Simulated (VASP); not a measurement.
# TiSi16 (a cell with a defect) in VASP: relaxation of the atoms with PBE

Aim: the relaxation of the atoms of TiSi16 (a cell with a defect) with PBE.

Program: VASP 6.6.1. These are calculated values, not measurements. Logs are shortened: lines on timing, memory, paths and dates and some standing lists are left out, and cuts for length are marked.

### 1 The cell of the first run

The cell holds a defect, 17 atoms: a = 7.679 Å, b = 7.679 Å, c = 7.679 Å, α = 60.00°, β = 60.00°, γ = 60.00°.

### 2 Relaxation of the atoms, PBE

File INCAR:

```
ALGO = Normal
EDIFF = 1E-7
EDIFFG = -0.03
ENCUT = 450
GGA = PE
GGA_COMPAT = F
IBRION = 2
ISIF = 2
ISMEAR = 0
LASPH = T
LCHARG = F
LREAL = F
LWAVE = F
NELM = 120
NELMIN = 4
NSW = 80
PREC = Accurate
SIGMA = 0.02
```

File KPOINTS:

```
k-points
0
Gamma
  2 2 2
```

File POSCAR:

```
TiSi16
1.0
    0.0000000000      5.4300000000      5.4300000000
    5.4300000000      0.0000000000      5.4300000000
    5.4300000000      5.4300000000      0.0000000000
Si Ti
16 1
Direct
    0.0000000000      0.0000000000      0.0000000000
    0.1250000000      0.1250000000      0.1250000000
    0.0000000000      0.0000000000      0.5000000000
    0.1250000000      0.1250000000      0.6250000000
    0.0000000000      0.5000000000      0.0000000000
    0.1250000000      0.6250000000      0.1250000000
    0.0000000000      0.5000000000      0.5000000000
    0.1250000000      0.6250000000      0.6250000000
    0.5000000000      0.0000000000      0.0000000000
    0.6250000000      0.1250000000      0.1250000000
    0.5000000000      0.0000000000      0.5000000000
    0.6250000000      0.1250000000      0.6250000000
    0.5000000000      0.5000000000      0.0000000000
    0.6250000000      0.6250000000      0.1250000000
    0.5000000000      0.5000000000      0.5000000000
    0.6250000000      0.6250000000      0.6250000000
    0.5643272100      0.3161876900      0.3067714100
```

Potentials or basis: VASP PAW PBE potentials, release 64 (Si, Ti_sv).

Command:

```bash
$ cat potpaw_PBE.64/Si/POTCAR potpaw_PBE.64/Ti_sv/POTCAR > POTCAR
$ mpirun -np 1 vasp_std > vasp.out
```

OUTCAR:

```text
EDIFF = 1E-7
   EDIFFG = -0.03
   ENCUT = 450
   GGA = PE
   IBRION = 2
   ISIF = 2
   ISMEAR = 0
   LASPH = T
   LREAL = F
   NELM = 120
   NELMIN = 4
   NSW = 80
   PREC = Accurate

 ion  position               nearest neighbor table
   1  0.000  0.000  0.000-   2 2.35   4 2.35   6 2.35  10 2.35
   2  0.125  0.125  0.125-   1 2.35   3 2.35   5 2.35   9 2.35
   3  0.000  0.000  0.500-   2 2.35   4 2.35   8 2.35  12 2.35
   4  0.125  0.125  0.625-   1 2.35   3 2.35   7 2.35  11 2.35
   5  0.000  0.500  0.000-   2 2.35   6 2.35   8 2.35  14 2.35
   6  0.125  0.625  0.125-   1 2.35   5 2.35   7 2.35  13 2.35
   7  0.000  0.500  0.500-   4 2.35   6 2.35   8 2.35  16 2.35
   8  0.125  0.625  0.625-   3 2.35   5 2.35   7 2.35  15 2.35
   9  0.500  0.000  0.000-   2 2.35  10 2.35  12 2.35  14 2.35
  10  0.625  0.125  0.125-  17 2.24   9 2.35  11 2.35  13 2.35   1 2.35
  11  0.500  0.000  0.500-  17 2.28  10 2.35  12 2.35  16 2.35   4 2.35
  12  0.625  0.125  0.625-  17 2.28   9 2.35  11 2.35  15 2.35   3 2.35
  13  0.500  0.500  0.000-  17 2.22  10 2.35  14 2.35  16 2.35   6 2.35
  14  0.625  0.625  0.125-  17 2.22   9 2.35  13 2.35  15 2.35   5 2.35
  15  0.500  0.500  0.500-  17 2.26  12 2.35  14 2.35  16 2.35   8 2.35
  16  0.625  0.625  0.625-   7 2.35  11 2.35  13 2.35  15 2.35
  17  0.564  0.316  0.307-  13 2.22  14 2.22  10 2.24  15 2.26  11 2.28  12 2.28

  LATTYP: Found a face centered cubic cell.
 ALAT       =    10.8600000000

  Lattice vectors:

 A1 = (   0.0000000000,   5.4300000000,   5.4300000000)
 A2 = (   5.4300000000,   0.0000000000,   5.4300000000)
 A3 = (   5.4300000000,   5.4300000000,   0.0000000000)

Analysis of symmetry for initial positions (statically):
=====================================================================
 Subroutine PRICEL returns:
 Original cell was already a primitive cell.

 Routine SETGRP: Setting up the symmetry group for a
 face centered cubic supercell.

 Subroutine GETGRP returns: Found  1 space group operations
 (whereof  1 operations were pure point group operations)
 out of a pool of 48 trial point group operations.

The static configuration has the point symmetry C_1 .

Analysis of symmetry for dynamics (positions and initial velocities):
=====================================================================
 Subroutine PRICEL returns:
 Original cell was already a primitive cell.

 Routine SETGRP: Setting up the symmetry group for a
 face centered cubic supercell.

 Subroutine GETGRP returns: Found  1 space group operations
 (whereof  1 operations were pure point group operations)
 out of a pool of 48 trial point group operations.

The dynamic configuration has the point symmetry C_1 .

 Subroutine INISYM returns: Found  1 space group operations
 (whereof  1 operations are pure point group operations),
 and found     1 'primitive' translations

----------------------------------------------------------------------------------------

                                     Primitive cell

  volume of cell :     320.2060

  direct lattice vectors                    reciprocal lattice vectors
     0.000000000  5.430000000  5.430000000    -0.092081031  0.092081031  0.092081031
     5.430000000  0.000000000  5.430000000     0.092081031 -0.092081031  0.092081031
     5.430000000  5.430000000  0.000000000     0.092081031  0.092081031 -0.092081031

  length of vectors
     7.679179644  7.679179644  7.679179644     0.159489025  0.159489025  0.159489025

  position of ions in fractional coordinates (direct lattice)
     0.000000000  0.000000000  0.000000000
     0.125000000  0.125000000  0.125000000
     0.000000000  0.000000000  0.500000000
     0.125000000  0.125000000  0.625000000
     0.000000000  0.500000000  0.000000000
     0.125000000  0.625000000  0.125000000
[... 9 lines left out ...]
     0.625000000  0.625000000  0.625000000
     0.564327210  0.316187690  0.306771410

  ion indices of the primitive-cell ions
   primitive index   ion index
                 1           1
                 2           2
                 3           3
                 4           4
                 5           5
                 6           6
[... 9 lines left out ...]
                16          16
                17          17

----------------------------------------------------------------------------------------

 KPOINTS: k-points

Automatic generation of k-mesh.
 Grid dimensions read from file:
 generate k-points for:    2    2    2

 Generating k-lattice:

  Cartesian coordinates                     Fractional coordinates (reciprocal lattice)
    -0.046040516  0.046040516  0.046040516     0.500000000  0.000000000  0.000000000
     0.046040516 -0.046040516  0.046040516     0.000000000  0.500000000  0.000000000
     0.046040516  0.046040516 -0.046040516     0.000000000  0.000000000  0.500000000

  Length of vectors
     0.079744512  0.079744512  0.079744512

  Shift w.r.t. Gamma in fractional coordinates (k-lattice)
     0.000000000  0.000000000  0.000000000

 Subroutine IBZKPT returns following result:
 ===========================================

 Found      8 irreducible k-points:

 Following reciprocal coordinates:
            Coordinates               Weight
  0.000000  0.000000  0.000000      1.000000
  0.500000  0.000000  0.000000      1.000000
  0.000000  0.500000  0.000000      1.000000
  0.000000  0.000000  0.500000      1.000000
  0.500000  0.500000  0.500000      1.000000
  0.500000  0.500000  0.000000      1.000000
  0.000000  0.500000  0.500000      1.000000
  0.500000  0.000000  0.500000      1.000000
   k-points           NKPTS =      8   k-points in BZ     NKDIM =      8   number of bands    NBANDS=     47
   number of dos      NEDOS =    301   number of ions     NIONS =     17
   total plane-waves  NPLWV = 157464
   dimension x,y,z NGX =    54 NGY =   54 NGZ =   54
   dimension x,y,z NGXF=   108 NGYF=  108 NGZF=  108
   ions per type =              16   1
   NGX,Y,Z   is equivalent  to a cutoff of  11.69, 11.69, 11.69 a.u.
   NGXF,Y,Z  is equivalent  to a cutoff of  23.38, 23.38, 23.38 a.u.
 SYSTEM =  unknown system
   PREC   = accura    normal or accurate (medium, high low for compatibility)
   ISTART =      0    job   : 0-new  1-cont  2-samecut
   ICHARG =      2    charge: 1-file 2-atom 10-const
   ISPIN  =      1    spin polarized calculation?
   LNONCOLLINEAR =      F non collinear calculations
   LSORBIT =      F    spin-orbit coupling
   LASPH  =      T    aspherical Exc in radial PAW
   ENCUT  =  450.0 eV  33.07 Ry    5.75 a.u.  13.28 13.28 13.28*2*pi/ulx,y,z
   NELM   =    120;   NELMIN=  4; NELMDL= -5     # of ELM steps
   EDIFF  = 0.1E-06   stopping-criterion for ELM
   LREAL  =      F    real-space projection
   EDIFFG = -.3E-01   stopping-criterion for IOM
   NSW    =     80    number of steps for IOM
   IBRION =      2    ionic relax: 0-MD 1-quasi-New 2-CG
   NFREE  =      1    steps in history (QN), initial steepest desc. (CG)
   ISIF   =      2    stress and relaxation
   ISYM   =      2    0-nonsym 1-usesym 2-fastsym
   POTIM  = 0.5000    time-step for ionic-motion
   TEBEG  =    0.0;   TEEND  =   0.0 temperature during run
   PSTRESS=    0.0 pullay stress
   NELECT =      76.0000    total number of electrons
   NUPDOWN=      -1.0000    fix difference up-down
   EMIN   =  10.00;   EMAX   =-10.00  energy-range for DOS
   EFERMI =   0.00;   METHOD = LEGACY
   ISMEAR =     0;   SIGMA  =   0.02  broadening in eV -4-tet -1-fermi 0-gaus
   EFERMI_NEDOS =   21; number of points for ismear=-14 and -15
   IALGO  =     38    algorithm
   IMIX   =      4    mixing-type and parameters
     AMIX     =   0.40;   BMIX     =  1.00
     AMIX_MAG =   1.60;   BMIX_MAG =  1.00
  volume/ion in A,a.u.               =      18.84       127.11
  Fermi-wavevector in a.u.,A,eV,Ry     =   1.013607  1.915439 13.978610  1.027399
  Thomas-Fermi vector in A             =   2.146786
   LORBIT       =      0    0 simple, 1 ext, 2 COOP (PROOUT), +10 PAW based schemes
   GGA     = PE    functional components
   LHFCALC =     F    Hartree Fock is set to
   AEXX    =    0.0000 exact exchange contribution
   IVDW    =     0    specifies the selected vdW correction
   LEPSILON=     F    determine dielectric tensor
   LRPA    =     F    only Hartree local field effects (RPA)
 conjugate gradient relaxation of ions
 non-spin polarized calculation
 Gauss-broadening in eV      SIGMA  =   0.02
  energy-cutoff  :      450.00
  volume of cell :      320.21
 maximum number of plane-waves:      6958
 NGX is ok and might be reduce to    54
   NGX = 27   NGY = 27   NGZ = 27

--------------------------------------- Ionic step        1  -------------------------------------------

 number of electron      76.0000000 magnetization

 Free energy of the ion-electron system (eV)
  ---------------------------------------------------
  ext. energy  EPLUGINS =         0.00000000
  ---------------------------------------------------
  free energy    TOTEN  =       -88.94551321 eV

  energy without entropy =      -88.93945946  energy(sigma->0) =      -88.94248633

------------------------ aborting loop because EDIFF is reached ----------------------------------------

  FORCE on cell =-STRESS in cart. coord.  units (eV):
  Direction    XX          YY          ZZ          XY          YZ          ZX
  --------------------------------------------------------------------------------------
  -------------------------------------------------------------------------------------
  Total       18.3013349     18.3154859     18.3105342      3.8506018     -3.8354569      3.8869182
  in kB       91.5722463     91.6430519     91.6182753     19.2668055    -19.1910267     19.4485174
  external PRESSURE =      91.6111911 kB  Pullay stress =       0.0000000 kB
[... 134 lines left out ...]
  FREE ENERGIE OF THE ION-ELECTRON SYSTEM (eV)
  ---------------------------------------------------
  free  energy   TOTEN  =       -90.2479694116 eV

  energy  without entropy=      -90.2479649269  energy(sigma->0) =      -90.24796717

[... ionic steps 4 to 66 ...]

--------------------------------------- Ionic step       67  -------------------------------------------

 number of electron      76.0000002 magnetization

------------------------ aborting loop because EDIFF is reached ----------------------------------------

  FORCE on cell =-STRESS in cart. coord.  units (eV):
  Direction    XX          YY          ZZ          XY          YZ          ZX
  --------------------------------------------------------------------------------------
  -------------------------------------------------------------------------------------
  Total        8.0281677      7.9819217      8.0355543      0.1548498     -0.1352771      0.0184635
  in kB       40.1696027     39.9382067     40.2065619      0.7748036     -0.6768701      0.0923838
  external PRESSURE =      40.1047904 kB  Pullay stress =       0.0000000 kB
[... 87 lines left out ...]
  energy  without entropy=      -92.1890522861  energy(sigma->0) =      -92.19157443

--------------------------------------- Ionic step       69  -------------------------------------------

 number of electron      76.0000002 magnetization

 Free energy of the ion-electron system (eV)
  ---------------------------------------------------
  ext. energy  EPLUGINS =         0.00000000
  ---------------------------------------------------
  free energy    TOTEN  =       -92.19422683 eV

  energy without entropy =      -92.18925854  energy(sigma->0) =      -92.19174269

 E-fermi :   6.9432     XC(G=0):  -9.7515

 val. band max:        6.8916688839   @ k =   0.5000   0.5000   0.0000
 cond. band min:       6.9456992354   @ k =   0.5000   0.0000   0.0000
 fundamental gap:      0.0540303515
 Fermi energy:         6.9432071427

 k-point     1 :       0.0000    0.0000    0.0000
  band No.  band energies     occupation
      1     -49.8832      2.00000
      2     -26.2706      2.00000
      3     -26.2525      2.00000
      4     -26.2470      2.00000
      5      -5.7202      2.00000
      6      -3.5121      2.00000
[... 433 lines left out ...]
  FREE ENERGIE OF THE ION-ELECTRON SYSTEM (eV)
  ---------------------------------------------------
  free  energy   TOTEN  =       -92.1942268348 eV

  energy  without entropy=      -92.1892585395  energy(sigma->0) =      -92.19174269

 reached required accuracy - stopping structural energy minimisation
```

Wall time 51 min (1 thread of Intel Xeon 6975P-C (Granite Rapids), shared host); peak memory 0.43 GiB.

Results:

- Free energy: -92.1942 eV
- Energy gained by relaxing: 191.1 meV/atom
- Ionic steps: 69
- Pressure after relaxing: 4.0 GPa
- Largest force after relaxing: 0.022 eV/Å
- Band gap on the k mesh: zero (bands 38 and 39 overlap by 0.42 eV)

Forces in eV/Å, atoms in the order of the input:
```
Si  -0.005  0.001 -0.001
Si   0.006 -0.010 -0.005
Si   0.006 -0.002 -0.008
Si  -0.003  0.000  0.014
Si  -0.002  0.002  0.008
Si  -0.002 -0.002  0.001
Si   0.002 -0.004 -0.002
Si  -0.009  0.000  0.003
Si   0.008  0.013 -0.014
Si  -0.004 -0.003  0.004
Si   0.015 -0.005  0.010
Si  -0.002  0.002  0.002
Si  -0.006 -0.005  0.004
Si   0.000 -0.006  0.005
Si  -0.007  0.000 -0.012
Si   0.002 -0.001 -0.002
Ti   0.000  0.021 -0.006
```

Stress tensor (GPa, compression positive):
```
 4.02  0.08  0.00
 0.08  3.99 -0.07
 0.00 -0.07  4.02
```

Step by step:
```tsv
step	energy change (eV)	largest force (eV/Å)	pressure (GPa)
1	0.0000	3.6734	9.16
3	-1.3025	0.8823	7.46
5	-1.3767	0.4598	7.32
7	-1.4103	0.3210	7.21
9	-1.4357	0.3094	7.08
11	-1.4745	0.2679	6.94
13	-1.5057	0.3655	6.60
15	-1.5234	0.2580	6.27
17	-1.5437	0.4026	5.88
19	-1.5583	0.5518	5.59
21	-1.5862	1.1204	4.98
23	-1.6193	1.3793	4.77
25	-1.6462	1.2116	3.33
27	-1.6806	1.3149	3.72
29	-1.7395	1.1852	3.15
31	-1.7921	1.1668	2.95
33	-2.0778	1.7642	2.58
35	-2.1120	2.4126	2.57
37	-2.2742	2.5376	2.65
39	-2.2852	2.5976	2.71
41	-2.5595	0.9747	2.79
43	-2.6318	1.1942	2.87
45	-2.7371	0.6307	3.08
47	-2.8807	0.7428	3.24
49	-2.9422	0.5287	3.29
51	-3.0804	0.3416	3.44
53	-3.1515	0.5097	3.66
55	-3.2060	0.3221	3.88
57	-3.2224	0.2023	3.94
59	-3.2374	0.1928	3.98
61	-3.2448	0.1265	4.01
63	-3.2476	0.0915	4.02
65	-3.2484	0.0628	4.01
67	-3.2486	0.0375	4.01
69	-3.2487	0.0217	4.01
```

Final structure:
```
CELL_PARAMETERS angstrom
0.00000 5.43000 5.43000
5.43000 0.00000 5.43000
5.43000 5.43000 0.00000
ATOMIC_POSITIONS crystal
Si 0.99182 0.00116 0.00035
Si 0.12648 0.12479 0.12412
Si 0.99137 0.00112 0.50665
Si 0.11272 0.13286 0.62702
Si 0.99194 0.50678 0.00036
Si 0.11259 0.62780 0.13206
Si 0.99062 0.50355 0.50250
Si 0.11267 0.62764 0.62701
Si 0.48906 0.00302 0.00478
Si 0.60916 0.12619 0.12372
Si 0.48661 0.00014 0.50689
Si 0.60897 0.12474 0.64209
Si 0.48588 0.50787 0.99847
Si 0.60925 0.64085 0.12398
Si 0.48643 0.50666 0.50709
Si 0.62017 0.62712 0.62586
Ti 0.73858 0.25388 0.25381
```

Levels at points of the mesh, in eV from the Fermi level:
| k point | band 34 | band 35 | band 36 | band 37 | band 38 | band 39 | band 40 | band 41 |
| --- | --- | --- | --- | --- | --- | --- | --- | --- |
| (0.00, 0.00, 0.00) | -1.00 | -1.00 | -1.00 | -0.43 | -0.42 | -0.40 | -0.12 | -0.11 |
| (0.50, 0.00, 0.00) | -1.99 | -1.38 | -1.38 | -0.29 | 0.00 | 0.02 | 0.43 | 0.43 |
| (0.00, 0.50, 0.00) | -1.98 | -1.38 | -1.38 | -0.29 | 0.02 | 0.02 | 0.43 | 0.43 |
| (0.00, 0.00, 0.50) | -1.98 | -1.38 | -1.37 | -0.29 | 0.02 | 0.03 | 0.43 | 0.43 |
| (0.50, 0.50, 0.50) | -1.98 | -1.38 | -1.38 | -0.29 | 0.02 | 0.02 | 0.43 | 0.43 |
| (0.50, 0.50, 0.00) | -2.02 | -2.02 | -1.90 | -0.72 | -0.05 | 0.56 | 0.56 | 1.09 |
| (0.00, 0.50, 0.50) | -2.02 | -2.02 | -1.89 | -0.72 | -0.05 | 0.56 | 0.56 | 1.09 |
| (0.50, 0.00, 0.50) | -2.02 | -2.02 | -1.89 | -0.72 | -0.05 | 0.55 | 0.56 | 1.09 |

Caveat: the k points lie up to 0.50 Å⁻¹ apart.
